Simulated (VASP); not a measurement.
Write the native input for VASP 6.6.1 that does the following.

```
Task                   : single point
Functional             : LDA
Potentials or basis    : VASP PAW LDA potentials, release 64 (Sc_sv, Pt)
Cutoff                 : 520 eV
k mesh                 : 10 × 10 × 10
Occupations            : fermi-dirac, width 0.05 eV
Spin                   : no spin polarisation
Dipole correction      : no
Further INCAR settings : ALGO = Normal; EDIFF = 1e-07; NBANDS = 18
```

The structure of ScPt lies in POSCAR:

```
ScPt
1.0
    3.2700000000      0.0327000000      0.0327000000
    0.0327000000      3.2700000000      0.0327000000
    0.0327000000      0.0327000000      3.2700000000
Sc Pt
1 1
Direct
    0.5000000000      0.5000000000      0.5000000000
    0.0000000000      0.0000000000      0.0000000000
```

This cell differs from its parent crystal: equal xy, yz and zx shear strains of +2 %.

These files were run (other wordings do the same):

INCAR

```
SYSTEM = ScPt
ALGO = Normal ; EDIFF = 1E-7
ENCUT = 520 ; ISIF = 2
ISMEAR = -1 ; LASPH = .True.
LCHARG = .True. ; LELF = .True.
LREAL = .False. ; LVHAR = .True.
LWAVE = .False. ; NBANDS = 18
NELM = 100 ; PREC = Accurate
SIGMA = 0.05
```

KPOINTS

```
k-points
0
Gamma
  10 10 10
  0 0 0
```

Potentials or basis: VASP PAW LDA potentials, release 64 (Sc_sv, Pt).

The run is started by

```sh
$ cat potpaw_LDA.64/Sc_sv/POTCAR potpaw_LDA.64/Pt/POTCAR > POTCAR
$ mpirun -np 1 vasp_std > vasp.out
```

It gave:

```
Pressure               : -4.7 GPa
Band gap on the k mesh : zero (an odd number of electrons rules out a gap without spin polarisation)
```

Caveat: the cell differs from its parent crystal (equal xy, yz and zx shear strains of +2 %); the cell stands under tension; spin-orbit coupling is left out, which moves the levels of the heavy elements.

Run time: 17 s on 1 thread of Intel(R) Xeon(R) 6975P-C (Granite Rapids), with other jobs on the host, peak memory 0.19 GiB.
